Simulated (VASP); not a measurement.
# Hf (P6_3/mmc) in VASP: further runs

The runs below take Hf through single point, with PBEsol.

Everything below comes from runs of VASP 6.6.1. Logs are shortened: lines on timing, memory, paths and dates and some standing lists are left out, and cuts for length are marked.

## (1) The cell of the first run

It takes space group P6_3/mmc (No. 194, hexagonal). Conventional cell: a = 3.277 Å, b = 3.277 Å, c = 4.784 Å, α = 90.00°, β = 90.00°, γ = 120.00°. Hf (site symmetry -6m2) has 12 Hf at 3.05 to 3.28 Å within 4.0 Å.

## (2) Single point, PBEsol

Input file INCAR:

```
SYSTEM = Hf
PREC = Accurate ; ENCUT = 500
EDIFF = 1E-6 ; ISMEAR = 0
SIGMA = 0.1 ; LREAL = .False.
LASPH = .True. ; NELM = 120
ALGO = Normal ; ISIF = 2
LWAVE = .False. ; LCHARG = .False.
GGA = PS ; NBANDS = 17
GGA_COMPAT = .False.
```

Input file KPOINTS:

```
regular mesh
0
Gamma
  12 12 7
  0 0 0
```

Input file POSCAR:

```
Hf
1.0
    3.2769193513      0.0000000000      0.0000000000
   -1.6384596756      2.8378954044      0.0000000000
    0.0000000000      0.0000000000      4.7835673099
Hf
2
Direct
    0.3333333333      0.6666666667      0.2500000000
    0.6666666667      0.3333333333      0.7500000000
```

Potentials or basis: VASP PAW PBE potentials, release 64 (Hf_pv).

The run is started by

```bash
$ cat potpaw_PBE.64/Hf_pv/POTCAR > POTCAR
$ mpirun -np 1 vasp_std > vasp.out
```

OUTCAR:

```text
SYSTEM = Hf
   PREC = Accurate
   ENCUT = 500
   EDIFF = 1E-6
   ISMEAR = 0
   LREAL = .False.
   LASPH = .True.
   NELM = 120
   ISIF = 2
   GGA = PS

 ion  position               nearest neighbor table
   1  0.333  0.667  0.250-   2 3.05   2 3.05   2 3.05   2 3.05   2 3.05   2 3.05
   2  0.667  0.333  0.750-   1 3.05   1 3.05   1 3.05   1 3.05   1 3.05   1 3.05

  LATTYP: Found a hexagonal cell.
 ALAT       =     3.2769193513
 C/A-ratio  =     1.4597757214

  Lattice vectors:

 A1 = (   3.2769193513,   0.0000000000,   0.0000000000)
 A2 = (  -1.6384596756,   2.8378954044,   0.0000000000)
 A3 = (   0.0000000000,   0.0000000000,   4.7835673099)

Analysis of symmetry for initial positions (statically):
=====================================================================
 Subroutine PRICEL returns:
 Original cell was already a primitive cell.

 Routine SETGRP: Setting up the symmetry group for a
 hexagonal supercell.

 Subroutine GETGRP returns: Found 24 space group operations
 (whereof 12 operations were pure point group operations)
 out of a pool of 24 trial point group operations.

The static configuration has the point symmetry D_3d.
 The point group associated with its full space group is D_6h.

Analysis of symmetry for dynamics (positions and initial velocities):
=====================================================================
 Subroutine PRICEL returns:
 Original cell was already a primitive cell.

 Routine SETGRP: Setting up the symmetry group for a
 hexagonal supercell.

 Subroutine GETGRP returns: Found 24 space group operations
 (whereof 12 operations were pure point group operations)
 out of a pool of 24 trial point group operations.

The dynamic configuration has the point symmetry D_3d.
 The point group associated with its full space group is D_6h.

 Subroutine INISYM returns: Found 24 space group operations
 (whereof 12 operations are pure point group operations),
 and found     1 'primitive' translations

----------------------------------------------------------------------------------------

                                     Primitive cell

  volume of cell :      44.4850

  direct lattice vectors                    reciprocal lattice vectors
     3.276919351  0.000000000  0.000000000     0.305164666  0.176186902  0.000000000
    -1.638459676  2.837895404  0.000000000     0.000000000  0.352373804  0.000000000
     0.000000000  0.000000000  4.783567310     0.000000000  0.000000000  0.209049008

  length of vectors
     3.276919351  3.276919351  4.783567310     0.352373804  0.352373804  0.209049008

  position of ions in fractional coordinates (direct lattice)
     0.333333333  0.666666667  0.250000000
     0.666666667  0.333333333  0.750000000

  ion indices of the primitive-cell ions
   primitive index   ion index
                 1           1
                 2           2

----------------------------------------------------------------------------------------

 KPOINTS: regular mesh

Automatic generation of k-mesh.
 Grid dimensions read from file:
 generate k-points for:   12   12    7

 Generating k-lattice:

  Cartesian coordinates                     Fractional coordinates (reciprocal lattice)
     0.025430389  0.014682242  0.000000000     0.083333333 -0.000000000  0.000000000
     0.000000000  0.029364484  0.000000000     0.000000000  0.083333333  0.000000000
     0.000000000  0.000000000  0.029864144     0.000000000  0.000000000  0.142857143

  Length of vectors
     0.029364484  0.029364484  0.029864144

  Shift w.r.t. Gamma in fractional coordinates (k-lattice)
     0.000000000  0.000000000  0.000000000

 Subroutine IBZKPT returns following result:
 ===========================================

 Found     76 irreducible k-points:

 Following reciprocal coordinates:
            Coordinates               Weight
  0.000000  0.000000  0.000000      1.000000
  0.083333  0.000000  0.000000      6.000000
  0.166667  0.000000  0.000000      6.000000
  0.250000 -0.000000  0.000000      6.000000
  0.333333 -0.000000  0.000000      6.000000
  0.416667 -0.000000  0.000000      6.000000
[... 16 lines left out ...]
  0.250000 -0.000000  0.142857     12.000000
  0.333333 -0.000000  0.142857     12.000000
 [... further k-points ...]
   k-points           NKPTS =     76   k-points in BZ     NKDIM =     76   number of bands    NBANDS=     17
   number of dos      NEDOS =    301   number of ions     NIONS =      2
   total plane-waves  NPLWV =  20736
   dimension x,y,z NGX =    24 NGY =   24 NGZ =   36
   dimension x,y,z NGXF=    48 NGYF=   48 NGZF=   72
   ions per type =               2
   NGX,Y,Z   is equivalent  to a cutoff of  12.18, 12.18, 12.51 a.u.
   NGXF,Y,Z  is equivalent  to a cutoff of  24.35, 24.35, 25.02 a.u.
 SYSTEM =  Hf
   PREC   = accura    normal or accurate (medium, high low for compatibility)
   ISTART =      0    job   : 0-new  1-cont  2-samecut
   ICHARG =      2    charge: 1-file 2-atom 10-const
   ISPIN  =      1    spin polarized calculation?
   LNONCOLLINEAR =      F non collinear calculations
   LSORBIT =      F    spin-orbit coupling
   LASPH  =      T    aspherical Exc in radial PAW
   ENCUT  =  500.0 eV  36.75 Ry    6.06 a.u.   5.97  5.97  8.72*2*pi/ulx,y,z
   NELM   =    120;   NELMIN=  2; NELMDL= -5     # of ELM steps
   EDIFF  = 0.1E-05   stopping-criterion for ELM
   LREAL  =      F    real-space projection
   EDIFFG = 0.1E-04   stopping-criterion for IOM
   NSW    =      0    number of steps for IOM
   IBRION =     -1    ionic relax: 0-MD 1-quasi-New 2-CG
   NFREE  =      0    steps in history (QN), initial steepest desc. (CG)
   ISIF   =      2    stress and relaxation
   ISYM   =      2    0-nonsym 1-usesym 2-fastsym
   POTIM  = 0.5000    time-step for ionic-motion
   TEBEG  =    0.0;   TEEND  =   0.0 temperature during run
   PSTRESS=    0.0 pullay stress
   NELECT =      20.0000    total number of electrons
   NUPDOWN=      -1.0000    fix difference up-down
   EMIN   =  10.00;   EMAX   =-10.00  energy-range for DOS
   EFERMI =   0.00;   METHOD = LEGACY
   ISMEAR =     0;   SIGMA  =   0.10  broadening in eV -4-tet -1-fermi 0-gaus
   EFERMI_NEDOS =   21; number of points for ismear=-14 and -15
   IALGO  =     38    algorithm
   IMIX   =      4    mixing-type and parameters
     AMIX     =   0.40;   BMIX     =  1.00
     AMIX_MAG =   1.60;   BMIX_MAG =  1.00
  volume/ion in A,a.u.               =      22.24       150.10
  Fermi-wavevector in a.u.,A,eV,Ry     =   1.254142  2.369985 21.400236  1.572873
  Thomas-Fermi vector in A             =   2.387961
   LORBIT       =      0    0 simple, 1 ext, 2 COOP (PROOUT), +10 PAW based schemes
   GGA     = PS    functional components
   LHFCALC =     F    Hartree Fock is set to
   AEXX    =    0.0000 exact exchange contribution
   IVDW    =     0    specifies the selected vdW correction
   LEPSILON=     F    determine dielectric tensor
   LRPA    =     F    only Hartree local field effects (RPA)
 non-spin polarized calculation
 Gauss-broadening in eV      SIGMA  =   0.10
  energy-cutoff  :      500.00
  volume of cell :       44.49
 maximum number of plane-waves:      1146
 NGX is ok and might be reduce to    24
   NGX = 11   NGY = 11   NGZ = 17

 number of electron      19.9999995 magnetization

 Free energy of the ion-electron system (eV)
  ---------------------------------------------------
  ext. energy  EPLUGINS =         0.00000000
  ---------------------------------------------------
  free energy    TOTEN  =       -20.92384385 eV

  energy without entropy =      -20.91608002  energy(sigma->0) =      -20.91996194

 E-fermi :   4.8024     XC(G=0): -11.4130

 val. band max:        4.7948390431   @ k =   0.0833   0.0833   0.1429
 cond. band min:       4.8033186086   @ k =   0.0833   0.0833   0.0000
 fundamental gap:      0.0084795655
 Fermi energy:         4.8023938613

 k-point     1 :       0.0000    0.0000    0.0000
  band No.  band energies     occupation
      1     -26.3365      2.00000
      2     -25.5723      2.00000
      3     -25.5723      2.00000
      4     -25.3769      2.00000
      5     -25.3769      2.00000
      6     -25.3044      2.00000
[... 9 lines left out ...]
     16       7.0025      0.00000
     17      10.0376      0.00000

 k-point     2 :       0.0833    0.0000    0.0000
  band No.  band energies     occupation
      1     -26.3176      2.00000
      2     -25.6018      2.00000
      3     -25.5845      2.00000
      4     -25.4096      2.00000
      5     -25.3789      2.00000
      6     -25.3166      2.00000
[... 9 lines left out ...]
     16       7.3389      0.00000
     17      10.2275      0.00000

 k-point     3 :       0.1667    0.0000    0.0000
  band No.  band energies     occupation
      1     -26.2632      2.00000
      2     -25.6830      2.00000
      3     -25.6167      2.00000
      4     -25.4968      2.00000
      5     -25.3858      2.00000
      6     -25.3530      2.00000
[... 9 lines left out ...]
     16       7.9318      0.00000
     17      10.6390      0.00000

 k-point     4 :       0.2500   -0.0000    0.0000
  band No.  band energies     occupation
      1     -26.1800      2.00000
      2     -25.7950      2.00000
      3     -25.6583      2.00000
      4     -25.6105      2.00000
      5     -25.4114      2.00000
      6     -25.3971      2.00000
[... 9 lines left out ...]
     16       8.6251      0.00000
     17      11.0704      0.00000
[... 343 lines left out ...]
      1     -26.2298      2.00000
      2     -25.6657      2.00000
      3     -25.6054      2.00000
      4     -25.5439      2.00000
      5     -25.3974      2.00000
      6     -25.3619      2.00000
[... 9 lines left out ...]
     16       8.0414      0.00000
     17      10.7108      0.00000

 k-point    23 :       0.2500   -0.0000    0.1429
  band No.  band energies     occupation
      1     -26.1686      2.00000
      2     -25.7659      2.00000
      3     -25.6627      2.00000
      4     -25.6457      2.00000
      5     -25.4103      2.00000
      6     -25.4018      2.00000
[... 9 lines left out ...]
     16       8.6526      0.00000
     17      11.0321      0.00000

 k-point    24 :       0.3333   -0.0000    0.1429
  band No.  band energies     occupation
      1     -26.1148      2.00000
      2     -25.8512      2.00000
      3     -25.7671      2.00000
      4     -25.6841      2.00000
      5     -25.4590      2.00000
      6     -25.4247      2.00000
[... 9 lines left out ...]
     16       9.4022      0.00000
     17      11.2360      0.00000

 [... further k-points ...]
[... 5 lines left out ...]
  --------------------------------------------------------------------------------------
  -------------------------------------------------------------------------------------
  Total       -1.7029695     -1.7029695      0.8821721     -0.0000000      0.0000000      0.0000000
  in kB      -61.3343030    -61.3343030     31.7723898     -0.0000000      0.0000000      0.0000000
  external PRESSURE =     -30.2987388 kB  Pullay stress =       0.0000000 kB

 VOLUME and BASIS-vectors are now :
 -----------------------------------------------------------------------------
  energy-cutoff  :      500.00
  volume of cell :       44.49
      direct lattice vectors                 reciprocal lattice vectors
     3.276919351  0.000000000  0.000000000     0.305164666  0.176186902  0.000000000
    -1.638459676  2.837895404  0.000000000     0.000000000  0.352373804  0.000000000
     0.000000000  0.000000000  4.783567310     0.000000000  0.000000000  0.209049008

 POSITION                                       TOTAL-FORCE (eV/Angst)
 -----------------------------------------------------------------------------------
     -0.00000      1.89193      1.19589        -0.000000      0.000000      0.000000
      1.63846      0.94597      3.58768         0.000000     -0.000000      0.000000
 -----------------------------------------------------------------------------------
    total drift:                               -0.000000      0.000000     -0.000000

  FREE ENERGIE OF THE ION-ELECTRON SYSTEM (eV)
  ---------------------------------------------------
  free  energy   TOTEN  =       -20.9238438533 eV

  energy  without entropy=      -20.9160800228  energy(sigma->0) =      -20.91996194
```

Run time: 29 s. Hardware: 1 thread of Intel Xeon Platinum 8488C (Sapphire Rapids), shared host; peak memory 0.18 GiB.

What came out:

* Free energy: -20.9238 eV
* Pressure: -3.0 GPa
* Band gap on the k mesh: zero (band 10 reaches 5.82 eV, above the bottom of band 11 at 4.48 eV)

Stress tensor (GPa, compression positive):
```
-6.13  0.00  0.00
 0.00 -6.13  0.00
 0.00  0.00  3.18
```

Caveat: the PAW data sets were made with another functional, which shifts forces and pressure a little; spin-orbit coupling is left out, which moves the levels of the heavy elements.

## (3) Single point, PBEsol

This run uses another cell than the first one, of 22.68 Å³/atom, 1.020 times its volume.

Input file INCAR:

```
SYSTEM = Hf
PREC     = Accurate       ! precision mode
ENCUT    = 500            ! plane-wave cutoff, eV
EDIFF    = 1E-6           ! SCF threshold, eV
ISMEAR   = 0              ! smearing method
SIGMA    = 0.1            ! smearing width, eV
LREAL    = .FALSE.        ! projectors in reciprocal space
LASPH    = .TRUE.         ! aspherical terms in the spheres
NELM     = 120            ! most SCF steps
ALGO     = Normal         ! electronic algorithm
ISIF     = 2              ! what is computed and relaxed
LWAVE    = .FALSE.        ! write WAVECAR
LCHARG   = .FALSE.        ! write CHGCAR
GGA      = PS             ! functional
NBANDS   = 17             ! bands
GGA_COMPAT= .FALSE.
```

Input file KPOINTS:

```
Automatic mesh
0
G
  12 12 7
  0 0 0
```

Edit POSCAR of step 2 so:

```diff
@@ -4,3 +4,3 @@
    -1.6384596756      2.8378954044      0.0000000000
-    0.0000000000      0.0000000000      4.7835673099
+    0.0000000000      0.0000000000      4.8771572494
 Hf
```

Potentials or basis: VASP PAW PBE potentials, release 64 (Hf_pv).

The run is started by

```bash
$ cat potpaw_PBE.64/Hf_pv/POTCAR > POTCAR
$ mpirun -np 1 vasp_std > vasp.out
```

It took 22 s on 1 thread of Intel Xeon Platinum 8488C (Sapphire Rapids), shared host; peak memory 0.18 GiB.

The run converged. Its results:

```
Free energy            : -20.9311 eV
Pressure               : -5.1 GPa
Band gap on the k mesh : zero (band 10 reaches 5.69 eV, above the bottom of band 11 at 4.36 eV)
```

Stress tensor (GPa, compression positive):
```
-7.42  0.00  0.00
 0.00 -7.42  0.00
 0.00  0.00 -0.51
```

Levels at points of the mesh, in eV from the Fermi level:
| k point | band 6 | band 7 | band 8 | band 9 | band 10 | band 11 | band 12 | band 13 | band 14 | band 15 |
| --- | --- | --- | --- | --- | --- | --- | --- | --- | --- | --- |
| (0.00, 0.00, 0.00) | -30.19 | -7.34 | -3.55 | 1.01 | 1.01 | 1.15 | 1.98 | 1.98 | 1.99 | 2.11 |
| (0.50, 0.00, 0.00) | -30.30 | -3.42 | -2.72 | -2.09 | -1.04 | 0.38 | 1.18 | 2.00 | 5.35 | 6.01 |

Caveat: the PAW data sets were made with another functional, which shifts forces and pressure a little; spin-orbit coupling is left out, which moves the levels of the heavy elements.

(Part 1 of 2 ends here.)
